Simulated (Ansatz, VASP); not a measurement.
## HfB: VASP beside Ansatz

```
Hf B
1.0
     0.00000    2.35531    2.35531
     2.35531    0.00000    2.35531
     2.35531    2.35531    0.00000
Hf B
1 1
Cartesian
  2.3553 2.3553 2.3553
  0.0000 0.0000 0.0000
```

Alike in both runs: task single point; functional LDA; k mesh 10 × 10 × 10; occupations fermi-dirac, width 0.05 eV; no spin polarisation.

```csv
,VASP,Ansatz
version,VASP 6.6.1,Ansatz 0.2.0
potentials or method,"VASP PAW LDA potentials, release 64 (Hf_pv, B)",Ansatz PAW
plane-wave cutoff (eV),520,420
valence electrons in the cell,13,29
```

Ansatz gave:

```
gap on the k mesh at the Fermi level (eV) : none
pressure (GPa)                            : 4.6
```

Problem. Which values does VASP return?

Solution. gap on the k mesh at the Fermi level (eV): none; pressure (GPa): 5.8.

LDA's correlation is that of Perdew and Zunger in VASP and of Perdew and Wang (1992) in Ansatz. A gap of «none» marks a metal or a gap that the smearing closes. VASP's potentials hold 13 valence electrons a cell and Ansatz's 29, so a difference there can come from the potentials and not from the codes.

Spin-orbit coupling is off throughout.
